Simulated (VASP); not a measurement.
# Hf in VASP: a series of runs, part 2 of 2

VASP 6.6.1.

## (3) Single point, PBEsol

INCAR

```
SYSTEM = Hf
PREC = Accurate
ENCUT = 520
EDIFF = 1E-7
ISMEAR = -1
SIGMA = 0.08
LREAL = .False.
LASPH = .True.
NELM = 80
ALGO = Normal
ISIF = 2
LWAVE = .False.
LCHARG = .True.
LDIPOL = .True.
IDIPOL = 3
DIPOL = 0.5 0.5 0.500
GGA = PS
LELF = .True.
LVHAR = .True.
LVACPOTAV = .True.
NBANDS = 17
```

KPOINTS

```
Automatic mesh
0
Gamma
  12 12 1
  0 0 0
```

POSCAR

```
Hf
1.0
    3.1584504466      0.0000000000      0.0000000000
   -1.5792252233      2.7352983234      0.0000000000
    0.0000000000      0.0000000000     18.5009000000
Hf
2
Direct
    0.8333333333      0.1666666667      0.4392023470
    0.1666666667      0.8333333333      0.5607976530
```

Potentials or basis: VASP PAW PBE potentials, release 64 (Hf_pv).

Run with:

```sh
$ cat potpaw_PBE.64/Hf_pv/POTCAR > POTCAR
$ mpirun -np 1 vasp_std > vasp.out
```

OUTCAR:

```text
SYSTEM = Hf
   PREC = Accurate
   ENCUT = 520
   EDIFF = 1E-7
   ISMEAR = -1
   LREAL = .False.
   LASPH = .True.
   NELM = 80
   ISIF = 2
   GGA = PS

 ion  position               nearest neighbor table
   1  0.833  0.167  0.439-   2 2.90   2 2.90   2 2.90
   2  0.167  0.833  0.561-   1 2.90   1 2.90   1 2.90

  LATTYP: Found a hexagonal cell.
 ALAT       =     3.1584504466
 C/A-ratio  =     5.8575875458

  Lattice vectors:

 A1 = (   3.1584504466,   0.0000000000,   0.0000000000)
 A2 = (  -1.5792252233,   2.7352983234,   0.0000000000)
 A3 = (   0.0000000000,   0.0000000000,  18.5009000000)

Analysis of symmetry for initial positions (statically):
=====================================================================
 Subroutine PRICEL returns:
 Original cell was already a primitive cell.

 Routine SETGRP: Setting up the symmetry group for a
 hexagonal supercell.

 Subroutine GETGRP returns: Found 12 space group operations
 (whereof  4 operations were pure point group operations)
 out of a pool of 24 trial point group operations.

The static configuration has the point symmetry C_2h.
 The point group associated with its full space group is D_3d.

Analysis of symmetry for dynamics (positions and initial velocities):
=====================================================================
 Subroutine PRICEL returns:
 Original cell was already a primitive cell.

 Routine SETGRP: Setting up the symmetry group for a
 hexagonal supercell.

 Subroutine GETGRP returns: Found 12 space group operations
 (whereof  4 operations were pure point group operations)
 out of a pool of 24 trial point group operations.

The dynamic configuration has the point symmetry C_2h.
 The point group associated with its full space group is D_3d.

 Subroutine INISYM returns: Found 12 space group operations
 (whereof  4 operations are pure point group operations),
[... 109 lines left out ...]
     AMIX     =   0.40;   BMIX     =  1.00
     AMIX_MAG =   1.60;   BMIX_MAG =  1.00
  volume/ion in A,a.u.               =      79.92       539.31
  Fermi-wavevector in a.u.,A,eV,Ry     =   0.818831  1.547366  9.122492  0.670484
  Thomas-Fermi vector in A             =   1.929528
   LORBIT       =      0    0 simple, 1 ext, 2 COOP (PROOUT), +10 PAW based schemes
   GGA     = PS    functional components
   LHFCALC =     F    Hartree Fock is set to
   AEXX    =    0.0000 exact exchange contribution
   IVDW    =     0    specifies the selected vdW correction
   LEPSILON=     F    determine dielectric tensor
   LRPA    =     F    only Hartree local field effects (RPA)
 non-spin polarized calculation
  energy-cutoff  :      520.00
  volume of cell :      159.83
 maximum number of plane-waves:      4330
 NGX is ok and might be reduce to    24
   NGX = 11   NGY = 11   NGZ = 69

 dipolmoment           0.000000      0.000000      0.000000 electrons x Angstroem

 number of electron      19.9999998 magnetization

 dipolmoment           0.000000      0.000000     -0.000000 electrons x Angstroem

 Free energy of the ion-electron system (eV)
  ---------------------------------------------------
  ext. energy  EPLUGINS =         0.00000000
  ---------------------------------------------------
  free energy    TOTEN  =       -19.09848882 eV

  energy without entropy =      -19.04035021  energy(sigma->0) =      -19.06941952

 E-fermi :  -1.5964     XC(G=0):  -4.1436

 val. band max:       -1.6579209067   @ k =   0.1667   0.1667   0.0000
 cond. band min:      -1.5536426072   @ k =   0.4167   0.0000   0.0000
 fundamental gap:      0.1042782996
 Fermi energy:        -1.5964391603

 k-point     1 :       0.0000    0.0000    0.0000
  band No.  band energies     occupation
      1     -32.7099      2.00000
      2     -31.9386      2.00000
      3     -31.9386      2.00000
      4     -31.9230      2.00000
      5     -31.7817      2.00000
      6     -31.7817      2.00000
[... 357 lines left out ...]
      4     -32.1439      2.00000
      5     -31.9861      2.00000
      6     -31.9861      2.00000
[... 9 lines left out ...]
     16       2.6482      0.00000
     17       4.3892      0.00000

------------------------ aborting loop because EDIFF is reached ----------------------------------------

  FORCE on cell =-STRESS in cart. coord.  units (eV):
  Direction    XX          YY          ZZ          XY          YZ          ZX
  --------------------------------------------------------------------------------------
  -------------------------------------------------------------------------------------
  Total       -1.0585246     -1.0585246     -0.1294722      0.0000000      0.0000000     -0.0000000
  in kB      -10.6105995    -10.6105995     -1.2978228      0.0000000      0.0000000     -0.0000000
  external PRESSURE =      -7.5063406 kB  Pullay stress =       0.0000000 kB

 VOLUME and BASIS-vectors are now :
 -----------------------------------------------------------------------------
  energy-cutoff  :      520.00
  volume of cell :      159.83
      direct lattice vectors                 reciprocal lattice vectors
     3.158450447  0.000000000  0.000000000     0.316610951  0.182795418  0.000000000
    -1.579225223  2.735298323  0.000000000     0.000000000  0.365590836  0.000000000
     0.000000000  0.000000000 18.500900000     0.000000000  0.000000000  0.054051425

 POSITION                                       TOTAL-FORCE (eV/Angst)
 -----------------------------------------------------------------------------------
      2.36884      0.45588      8.12564        -0.000000     -0.000000      0.054442
     -0.78961      2.27942     10.37526         0.000000      0.000000     -0.054442
 -----------------------------------------------------------------------------------
    total drift:                                0.000000     -0.000000      0.000000

  FREE ENERGIE OF THE ION-ELECTRON SYSTEM (eV)
  ---------------------------------------------------
  free  energy   TOTEN  =       -19.0984888196 eV

  energy  without entropy=      -19.0403502135  energy(sigma->0) =      -19.06941952

 vacuum level on the upper side and lower side of the slab         2.663         2.663
```

stdout:

```text
POSCAR found type information on POSCAR Hf
 POSCAR found :  1 types and       2 ions
 scaLAPACK will be used
 -----------------------------------------------------------------------------
|                                                                             |
[... 23 lines left out ...]
|     field-free region was found. Please increase the size of  your cell     |
|     in the dimension of the dipole correction to obtain accurate            |
|     workfunction values.                                                    |
|                                                                             |
 -----------------------------------------------------------------------------
```

Run time: 1.8 min. Hardware: 1 thread of Intel Xeon 8259CL, shared host; peak memory 0.27 GiB.

What came out:

* Free energy: -19.0985 eV
* Largest force: 0.054 eV/Å
* Band gap on the k mesh: zero (bands 10 and 11 overlap by 0.65 eV)

Forces on the atoms (eV/Å):
```
Hf   0.000  0.000  0.054
Hf   0.000  0.000 -0.054
```

Caveat: the PAW data sets were made with another functional, which shifts forces and pressure a little; spin-orbit coupling is left out, which moves the levels of the heavy elements.

## (4) Single point, PBEsol

INCAR

```
PREC = Accurate ; ENCUT = 520
EDIFF = 1E-6 ; ISMEAR = -1
SIGMA = 0.08 ; LREAL = F
LASPH = T ; NELM = 60
ALGO = Normal ; ISIF = 2
LWAVE = F ; LCHARG = F
LDIPOL = T ; IDIPOL = 3
DIPOL = 0.5 0.5 0.500 ; GGA = PS
NBANDS = 17
```

KPOINTS

```
regular mesh
0
Gamma
  12 12 1
```

POSCAR is that of step 3.

Run with:

```sh
$ cat potpaw_PBE.64/Hf_pv/POTCAR > POTCAR
$ mpirun -np 1 vasp_std > vasp.out
```

It took 100 s on 1 thread of Intel Xeon 8259CL, shared host; peak memory 0.26 GiB.

Results (log left out):

```
Free energy            : -19.0985 eV
Largest force          : 0.054 eV/Å
Band gap on the k mesh : zero (bands 10 and 11 overlap by 0.65 eV)
```

Forces in eV/Å, atoms in the order of the input:
```
Hf   0.000  0.000  0.054
Hf   0.000  0.000 -0.054
```

Levels at points of the mesh, in eV from the Fermi level:
| k point | band 7 | band 8 | band 9 | band 10 | band 11 | band 12 | band 13 | band 14 |
| --- | --- | --- | --- | --- | --- | --- | --- | --- |
| (0.00, 0.00, 0.00) | -6.48 | -4.35 | -0.47 | 0.30 | 0.94 | 0.94 | 1.23 | 1.23 |
| (0.50, 0.00, 0.00) | -3.12 | -3.03 | -1.77 | 0.25 | 0.92 | 1.36 | 1.60 | 3.14 |

Caveat: the PAW data sets were made with another functional, which shifts forces and pressure a little; spin-orbit coupling is left out, which moves the levels of the heavy elements.

The gap in the log of VASP goes by the Fermi energy; the results here count the filled bands.